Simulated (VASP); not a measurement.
# AgCl (Cm) in VASP: further runs

The runs below take AgCl through single point, with PBE.

All numbers are computed with VASP 6.6.1; they aren't measurements. Logs are shortened: lines on timing, memory, paths and dates and some standing lists are left out, and cuts for length are marked.

## 1. The cell of the first run

Symmetry: Cm, No. 8, monoclinic system. Conventional cell: a = 5.612 Å, b = 5.612 Å, c = 3.968 Å, α = 90.00°, β = 135.00°, γ = 90.00°. Ag (site symmetry m) has 1 Cl at 1.96 Å within 2.6 Å. Within 2.6 Å of Cl (site symmetry m) lie 1 Ag at 1.96 Å.

## 2. Single point, PBE (atoms displaced along a vibrational mode)

INCAR

```
PREC     = Accurate       # precision mode
ENCUT    = 520            # plane-wave cutoff, eV
EDIFF    = 1E-6           # SCF threshold, eV
ISMEAR   = 0              # smearing method
SIGMA    = 0.05           # smearing width, eV
LREAL    = False          # projectors in reciprocal space
LASPH    = True           # aspherical terms in the spheres
NELM     = 60             # most SCF steps
ALGO     = Normal         # electronic algorithm
ISIF     = 2              # what is computed and relaxed
LWAVE    = False          # write WAVECAR
LCHARG   = False          # write CHGCAR
GGA      = PE             # functional
NBANDS   = 16             # bands
```

KPOINTS

```
Automatic mesh
0
Gamma
  8 8 8
```

POSCAR

```
AgCl
1.0
    0.0000000000      2.8060228508      2.8060228508
    2.8060228508      0.0000000000      2.8060228508
    2.8060228508      2.8060228508      0.0000000000
Ag Cl
1 1
Direct
    0.4700640907      0.5299359093      0.5449038639
    0.0910897785     -0.0910897785     -0.1366346678
```

Potentials or basis: VASP PAW PBE potentials, release 64 (Ag, Cl).

Command:

```sh
$ cat potpaw_PBE.64/Ag/POTCAR potpaw_PBE.64/Cl/POTCAR > POTCAR
$ mpirun -np 1 vasp_std > vasp.out
```

OUTCAR:

```text
PREC = Accurate
   ENCUT = 520
   EDIFF = 1E-6
   ISMEAR = 0
   LREAL = False
   LASPH = True
   NELM = 60
   ISIF = 2
   GGA = PE

 ion  position               nearest neighbor table
   1  0.470  0.530  0.545-   2 1.96   2 2.77   2 2.94   2 2.94   2 3.09
   2  0.091  0.909  0.863-   1 1.96   1 2.77   1 2.94   1 2.94   1 3.09

  LATTYP: Found a face centered cubic cell.
 ALAT       =     5.6120457016

  Lattice vectors:

 A1 = (   0.0000000000,   2.8060228508,   2.8060228508)
 A2 = (   2.8060228508,   0.0000000000,   2.8060228508)
 A3 = (   2.8060228508,   2.8060228508,   0.0000000000)

Analysis of symmetry for initial positions (statically):
=====================================================================
 Subroutine PRICEL returns:
 Original cell was already a primitive cell.

 Routine SETGRP: Setting up the symmetry group for a
 face centered cubic supercell.

 Subroutine GETGRP returns: Found  2 space group operations
 (whereof  2 operations were pure point group operations)
 out of a pool of 48 trial point group operations.

The static configuration has the point symmetry C_1h.

Analysis of symmetry for dynamics (positions and initial velocities):
=====================================================================
 Subroutine PRICEL returns:
 Original cell was already a primitive cell.

 Routine SETGRP: Setting up the symmetry group for a
 face centered cubic supercell.

 Subroutine GETGRP returns: Found  2 space group operations
 (whereof  2 operations were pure point group operations)
 out of a pool of 48 trial point group operations.

The dynamic configuration has the point symmetry C_1h.

 Subroutine INISYM returns: Found  2 space group operations
 (whereof  2 operations are pure point group operations),
 and found     1 'primitive' translations

----------------------------------------------------------------------------------------

                                     Primitive cell

  volume of cell :      44.1879

  direct lattice vectors                    reciprocal lattice vectors
     0.000000000  2.806022851  2.806022851    -0.178188143  0.178188143  0.178188143
     2.806022851  0.000000000  2.806022851     0.178188143 -0.178188143  0.178188143
     2.806022851  2.806022851  0.000000000     0.178188143  0.178188143 -0.178188143

  length of vectors
     3.968315572  3.968315572  3.968315572     0.308630916  0.308630916  0.308630916

  position of ions in fractional coordinates (direct lattice)
     0.470064091  0.529935909  0.544903864
     0.091089778  0.908910222  0.863365332

  ion indices of the primitive-cell ions
   primitive index   ion index
                 1           1
                 2           2

----------------------------------------------------------------------------------------

 KPOINTS: Automatic mesh

Automatic generation of k-mesh.
 Grid dimensions read from file:
 generate k-points for:    8    8    8

 Generating k-lattice:

  Cartesian coordinates                     Fractional coordinates (reciprocal lattice)
    -0.022273518  0.022273518  0.022273518     0.125000000  0.000000000  0.000000000
     0.022273518 -0.022273518  0.022273518     0.000000000  0.125000000  0.000000000
     0.022273518  0.022273518 -0.022273518     0.000000000  0.000000000  0.125000000

  Length of vectors
     0.038578865  0.038578865  0.038578865

  Shift w.r.t. Gamma in fractional coordinates (k-lattice)
     0.000000000  0.000000000  0.000000000

 Subroutine IBZKPT returns following result:
 ===========================================

 Found    150 irreducible k-points:

 Following reciprocal coordinates:
            Coordinates               Weight
  0.000000  0.000000  0.000000      1.000000
  0.125000  0.000000  0.000000      4.000000
  0.000000  0.000000  0.125000      4.000000
  0.250000  0.000000  0.000000      4.000000
  0.000000  0.000000  0.250000      4.000000
  0.375000  0.000000  0.000000      4.000000
[... 16 lines left out ...]
  0.000000  0.125000  0.375000      4.000000
 -0.125000  0.250000 -0.125000      4.000000
 [... further k-points ...]
   k-points           NKPTS =    150   k-points in BZ     NKDIM =    150   number of bands    NBANDS=     16
   number of dos      NEDOS =    301   number of ions     NIONS =      2
   total plane-waves  NPLWV =  27000
   dimension x,y,z NGX =    30 NGY =   30 NGZ =   30
   dimension x,y,z NGXF=    60 NGYF=   60 NGZF=   60
   ions per type =               1   1
   NGX,Y,Z   is equivalent  to a cutoff of  12.57, 12.57, 12.57 a.u.
   NGXF,Y,Z  is equivalent  to a cutoff of  25.14, 25.14, 25.14 a.u.
 SYSTEM =  unknown system
   PREC   = accura    normal or accurate (medium, high low for compatibility)
   ISTART =      0    job   : 0-new  1-cont  2-samecut
   ICHARG =      2    charge: 1-file 2-atom 10-const
   ISPIN  =      1    spin polarized calculation?
   LNONCOLLINEAR =      F non collinear calculations
   LSORBIT =      F    spin-orbit coupling
   LASPH  =      T    aspherical Exc in radial PAW
   ENCUT  =  520.0 eV  38.22 Ry    6.18 a.u.   7.38  7.38  7.38*2*pi/ulx,y,z
   NELM   =     60;   NELMIN=  2; NELMDL= -5     # of ELM steps
   EDIFF  = 0.1E-05   stopping-criterion for ELM
   LREAL  =      F    real-space projection
   EDIFFG = 0.1E-04   stopping-criterion for IOM
   NSW    =      0    number of steps for IOM
   IBRION =     -1    ionic relax: 0-MD 1-quasi-New 2-CG
   NFREE  =      0    steps in history (QN), initial steepest desc. (CG)
   ISIF   =      2    stress and relaxation
   ISYM   =      2    0-nonsym 1-usesym 2-fastsym
   POTIM  = 0.5000    time-step for ionic-motion
   TEBEG  =    0.0;   TEEND  =   0.0 temperature during run
   PSTRESS=    0.0 pullay stress
   NELECT =      18.0000    total number of electrons
   NUPDOWN=      -1.0000    fix difference up-down
   EMIN   =  10.00;   EMAX   =-10.00  energy-range for DOS
   EFERMI =   0.00;   METHOD = LEGACY
   ISMEAR =     0;   SIGMA  =   0.05  broadening in eV -4-tet -1-fermi 0-gaus
   EFERMI_NEDOS =   21; number of points for ismear=-14 and -15
   IALGO  =     38    algorithm
   IMIX   =      4    mixing-type and parameters
     AMIX     =   0.40;   BMIX     =  1.00
     AMIX_MAG =   1.60;   BMIX_MAG =  1.00
  volume/ion in A,a.u.               =      22.09       149.10
  Fermi-wavevector in a.u.,A,eV,Ry     =   1.213569  2.293313 20.037975  1.472750
  Thomas-Fermi vector in A             =   2.349017
   LORBIT       =      0    0 simple, 1 ext, 2 COOP (PROOUT), +10 PAW based schemes
   GGA     = PE    functional components
   LHFCALC =     F    Hartree Fock is set to
   AEXX    =    0.0000 exact exchange contribution
   IVDW    =     0    specifies the selected vdW correction
   LEPSILON=     F    determine dielectric tensor
   LRPA    =     F    only Hartree local field effects (RPA)
 non-spin polarized calculation
 Gauss-broadening in eV      SIGMA  =   0.05
  energy-cutoff  :      520.00
  volume of cell :       44.19
 maximum number of plane-waves:      1243
 NGX is ok and might be reduce to    30
   NGX = 15   NGY = 15   NGZ = 15

 number of electron      18.0000001 magnetization

 Free energy of the ion-electron system (eV)
  ---------------------------------------------------
  ext. energy  EPLUGINS =         0.00000000
  ---------------------------------------------------
  free energy    TOTEN  =        -3.77749755 eV

  energy without entropy =       -3.77749755  energy(sigma->0) =       -3.77749755

 E-fermi :   4.0241     XC(G=0):  -9.6512

 val. band max:        3.7171631668   @ k =   0.1250   0.1250   0.0000
 cond. band min:       5.1265207289   @ k =   0.0000   0.0000   0.0000
 fundamental gap:      1.4093575621
 Fermi energy:         4.0240701935

 k-point     1 :       0.0000    0.0000    0.0000
  band No.  band energies     occupation
      1     -12.1425      2.00000
      2      -2.2633      2.00000
      3      -1.1799      2.00000
      4      -1.1028      2.00000
      5       0.7771      2.00000
      6       0.8237      2.00000
[... 8 lines left out ...]
     15      16.6428      0.00000
     16      16.9875      0.00000

 k-point     2 :       0.1250    0.0000    0.0000
  band No.  band energies     occupation
      1     -12.0973      2.00000
      2      -2.2828      2.00000
      3      -1.1896      2.00000
      4      -1.0903      2.00000
      5       0.7614      2.00000
      6       0.8013      2.00000
[... 8 lines left out ...]
     15      15.9974      0.00000
     16      17.1015      0.00000

 k-point     3 :       0.0000    0.0000    0.1250
  band No.  band energies     occupation
      1     -12.1005      2.00000
      2      -2.2876      2.00000
      3      -1.2315      2.00000
      4      -1.1007      2.00000
      5       0.7701      2.00000
      6       0.8132      2.00000
[... 8 lines left out ...]
     15      16.0049      0.00000
     16      16.9411      0.00000

 k-point     4 :       0.2500    0.0000    0.0000
  band No.  band energies     occupation
      1     -11.9855      2.00000
      2      -2.3304      2.00000
      3      -1.3060      2.00000
      4      -0.9897      2.00000
      5       0.7027      2.00000
      6       0.8023      2.00000
[... 8 lines left out ...]
     15      15.9924      0.00000
     16      16.5003      0.00000

 k-point     5 :       0.0000    0.0000    0.2500
  band No.  band energies     occupation
      1     -11.9967      2.00000
      2      -2.3377      2.00000
      3      -1.4038      2.00000
      4      -1.0957      2.00000
      5       0.7506      2.00000
      6       0.8278      2.00000
[... 8 lines left out ...]
     15      16.0358      0.00000
     16      16.3611      0.00000

 k-point     6 :       0.3750    0.0000    0.0000
  band No.  band energies     occupation
      1     -11.8697      2.00000
      2      -2.3747      2.00000
      3      -1.4657      2.00000
      4      -0.8946      2.00000
      5       0.6940      2.00000
      6       0.8184      2.00000
[... 8 lines left out ...]
     15      16.8353      0.00000
     16      17.1046      0.00000
[... 267 lines left out ...]
 k-point    21 :       0.1250    0.0000    0.3750
  band No.  band energies     occupation
      1     -11.9031      2.00000
      2      -2.2406      2.00000
      3      -1.6122      2.00000
      4      -1.1773      2.00000
      5       0.7675      2.00000
      6       0.8661      2.00000
[... 8 lines left out ...]
     15      17.0506      0.00000
     16      17.3004      0.00000

 k-point    22 :       0.1250    0.1250   -0.2500
  band No.  band energies     occupation
      1     -11.9037      2.00000
      2      -2.2521      2.00000
      3      -1.5712      2.00000
      4      -1.1404      2.00000
      5       0.7027      2.00000
      6       0.8801      2.00000
[... 8 lines left out ...]
     15      16.8498      0.00000
     16      17.3340      0.00000

 k-point    23 :       0.0000    0.1250    0.3750
  band No.  band energies     occupation
      1     -11.8956      2.00000
      2      -2.4554      2.00000
      3      -1.3534      2.00000
      4      -1.0121      2.00000
      5       0.7272      2.00000
      6       0.8919      2.00000
[... 8 lines left out ...]
     15      17.1716      0.00000
     16      17.4683      0.00000

 k-point    24 :      -0.1250    0.2500   -0.1250
  band No.  band energies     occupation
      1     -11.8870      2.00000
      2      -2.2651      2.00000
      3      -1.4420      2.00000
      4      -0.9660      2.00000
      5       0.6071      2.00000
      6       0.8470      2.00000
[... 8 lines left out ...]
     15      16.7176      0.00000
     16      17.5889      0.00000

 [... further k-points ...]

------------------------ aborting loop because EDIFF is reached ----------------------------------------

  FORCE on cell =-STRESS in cart. coord.  units (eV):
  Direction    XX          YY          ZZ          XY          YZ          ZX
  --------------------------------------------------------------------------------------
  -------------------------------------------------------------------------------------
  Total       16.9699387      0.4359934      0.2546061     -1.6477434      0.0000000      0.0000000
  in kB      615.3004753     15.8083630      9.2315735    -59.7443117      0.0000000      0.0000000
  external PRESSURE =     213.4468039 kB  Pullay stress =       0.0000000 kB

 VOLUME and BASIS-vectors are now :
 -----------------------------------------------------------------------------
  energy-cutoff  :      520.00
  volume of cell :       44.19
      direct lattice vectors                 reciprocal lattice vectors
     0.000000000  2.806022851  2.806022851    -0.178188143  0.178188143  0.178188143
     2.806022851  0.000000000  2.806022851     0.178188143 -0.178188143  0.178188143
     2.806022851  2.806022851  0.000000000     0.178188143  0.178188143 -0.178188143

 POSITION                                       TOTAL-FORCE (eV/Angst)
 -----------------------------------------------------------------------------------
      3.01602      2.84802      2.80602        -8.235273      0.806230      0.000000
      4.97305      2.67822      2.80602         8.235273     -0.806230      0.000000
 -----------------------------------------------------------------------------------
    total drift:                               -0.000466      0.000032      0.000001

  FREE ENERGIE OF THE ION-ELECTRON SYSTEM (eV)
  ---------------------------------------------------
  free  energy   TOTEN  =        -3.7774975500 eV

  energy  without entropy=       -3.7774975500  energy(sigma->0) =       -3.77749755
```

Wall time 2.3 min (1 thread of Intel Xeon 8259CL, shared host); peak memory 0.25 GiB.

What came out:

* Free energy: -3.7775 eV
* Pressure: 21.3 GPa
* Largest force: 8.275 eV/Å
* Band gap on the k mesh: 1.41 eV (least direct gap 1.78 eV)

Forces in eV/Å, atoms in the order of the input:
```
Ag  -8.235  0.806  0.000
Cl   8.235 -0.806  0.000
```

Levels at points of the mesh, in eV from the valence-band top:
```
           k point  band 7  band 8  band 9  band 10  band 11  band 12
(0.00, 0.00, 0.00)   -0.78   -0.69   -0.37     1.41     8.86     9.00
(0.50, 0.00, 0.00)   -2.23   -1.10   -0.58     4.69     5.73     8.05
(0.00, 0.00, 0.50)   -2.13   -0.66   -0.19     4.45     5.82     7.71
(0.50, 0.50, 0.00)   -2.57   -1.00   -0.91     2.66     6.03     8.18
(0.00, 0.50, 0.50)   -2.67   -2.26   -2.24     2.77     7.56     9.90
(0.50, 0.00, 0.50)   -2.58   -1.03   -0.95     2.62     6.04     8.18
```

Caveat: the cell differs from its parent crystal (atoms displaced along a vibrational mode); the cell stands under pressure; forces of over 1 eV/Å act on the atoms, so gaps and moduli don't describe the material at rest.

## 3. Single point, PBE (atoms displaced along a vibrational mode)

INCAR

```
  ALGO = Normal
  EDIFF = 1E-6
  ENCUT = 520
  GGA = PE
  ISIF = 2
  ISMEAR = 0
  LASPH = True
  LCHARG = True
  LELF = True
  LREAL = False
  LVHAR = True
  LWAVE = False
  NBANDS = 16
  NELM = 100
  PREC = Accurate
  SIGMA = 0.05
```

KPOINTS

```
k-points
0
Gamma
  8 8 8
```

POSCAR

```
AgCl
1.0
    0.0000000000      2.8060228508      2.8060228508
    2.8060228508      0.0000000000      2.8060228508
    2.8060228508      2.8060228508      0.0000000000
Ag Cl
1 1
Direct
    0.4850320454      0.5149679546      0.5598718185
    0.0455448893     -0.0455448893     -0.1821795570
```

Potentials or basis: VASP PAW PBE potentials, release 64 (Ag, Cl).

Command:

```sh
$ cat potpaw_PBE.64/Ag/POTCAR potpaw_PBE.64/Cl/POTCAR > POTCAR
$ mpirun -np 1 vasp_std > vasp.out
```

OUTCAR:

```text
EDIFF = 1E-6
   ENCUT = 520
   GGA = PE
   ISIF = 2
   ISMEAR = 0
   LASPH = True
   LREAL = False
   NELM = 100
   PREC = Accurate

 ion  position               nearest neighbor table
   1  0.485  0.515  0.560-   2 2.02   2 2.45   2 2.98   2 2.98
   2  0.046  0.954  0.818-   1 2.02   1 2.45   1 2.98   1 2.98

  LATTYP: Found a face centered cubic cell.
 ALAT       =     5.6120457016

  Lattice vectors:

 A1 = (   0.0000000000,   2.8060228508,   2.8060228508)
[... 643 lines left out ...]
------------------------ aborting loop because EDIFF is reached ----------------------------------------

  FORCE on cell =-STRESS in cart. coord.  units (eV):
  Direction    XX          YY          ZZ          XY          YZ          ZX
  --------------------------------------------------------------------------------------
  -------------------------------------------------------------------------------------
  Total       12.8070873      2.3950361      0.5037346     -4.0660123      0.0000000      0.0000000
  in kB      464.3627200     86.8398437     18.2645420   -147.4265388      0.0000000      0.0000000
  external PRESSURE =     189.8223686 kB  Pullay stress =       0.0000000 kB

 VOLUME and BASIS-vectors are now :
 -----------------------------------------------------------------------------
  energy-cutoff  :      520.00
  volume of cell :       44.19
      direct lattice vectors                 reciprocal lattice vectors
     0.000000000  2.806022851  2.806022851    -0.178188143  0.178188143  0.178188143
     2.806022851  0.000000000  2.806022851     0.178188143 -0.178188143  0.178188143
     2.806022851  2.806022851  0.000000000     0.178188143  0.178188143 -0.178188143

 POSITION                                       TOTAL-FORCE (eV/Angst)
 -----------------------------------------------------------------------------------
      3.01602      2.93202      2.80602        -5.675346      1.407048      0.000000
      4.97305      2.42262      2.80602         5.675346     -1.407048      0.000000
 -----------------------------------------------------------------------------------
    total drift:                               -0.000283     -0.000064      0.000000

  FREE ENERGIE OF THE ION-ELECTRON SYSTEM (eV)
  ---------------------------------------------------
  free  energy   TOTEN  =        -4.2119246256 eV

  energy  without entropy=       -4.2119246256  energy(sigma->0) =       -4.21192463
```

OSZICAR:

```text
N       E                     dE             d eps       ncg     rms          rms(c)
DAV:   1     0.953383974511E+02    0.95338E+02   -0.86556E+03  4800   0.102E+03
DAV:   2    -0.141229859495E+01   -0.96751E+02   -0.90042E+02  5992   0.220E+02
DAV:   3    -0.454704654797E+01   -0.31347E+01   -0.31287E+01  5976   0.418E+01
DAV:   4    -0.456870421666E+01   -0.21658E-01   -0.21655E-01  6304   0.384E+00
DAV:   5    -0.456900664923E+01   -0.30243E-03   -0.30243E-03  5936   0.446E-01    0.126E+01
DAV:   6    -0.423064722468E+01    0.33836E+00   -0.58028E-01  6400   0.110E+01    0.837E+00
DAV:   7    -0.421642694793E+01    0.14220E-01   -0.24196E-01  5856   0.321E+00    0.329E+00
DAV:   8    -0.421196690141E+01    0.44600E-02   -0.77697E-03  5864   0.865E-01    0.545E-01
DAV:   9    -0.421186753086E+01    0.99371E-04   -0.15574E-03  6296   0.370E-01    0.624E-02
DAV:  10    -0.421190683814E+01   -0.39307E-04   -0.65825E-05  6072   0.767E-02    0.306E-02
DAV:  11    -0.421192393160E+01   -0.17093E-04   -0.17590E-05  5984   0.327E-02    0.787E-03
DAV:  12    -0.421192462560E+01   -0.69400E-06   -0.14095E-06  4960   0.791E-03
   1 F= -.42119246E+01 E0= -.42119246E+01  d E =-.474349E-15
```

stdout:

```text
POSCAR found type information on POSCAR AgCl
 POSCAR found :  2 types and       2 ions
 scaLAPACK will be used
 LDA part: xc-table for (Slater+PW92), standard interpolation
 POSCAR, INCAR and KPOINTS ok, starting setup
 FFT: planning ... GRIDC
 FFT: planning ... GRID_SOFT
 FFT: planning ... GRID
 WAVECAR not read
 entering main loop
```

Run time: 2.9 min. Hardware: 1 thread of Intel Xeon 8259CL, shared host; peak memory 0.25 GiB.

Results:

| Quantity | Value |
| --- | --- |
| Free energy | -4.2119 eV |
| Pressure | 19.0 GPa |
| Largest force | 5.847 eV/Å |
| Band gap on the k mesh | 1.55 eV (least direct gap 1.86 eV) |

Forces on the atoms (eV/Å):
```
Ag  -5.675  1.407  0.000
Cl   5.675 -1.407  0.000
```

Caveat: the cell differs from its parent crystal (atoms displaced along a vibrational mode); the cell stands under pressure; forces of over 1 eV/Å act on the atoms, so gaps and moduli don't describe the material at rest.
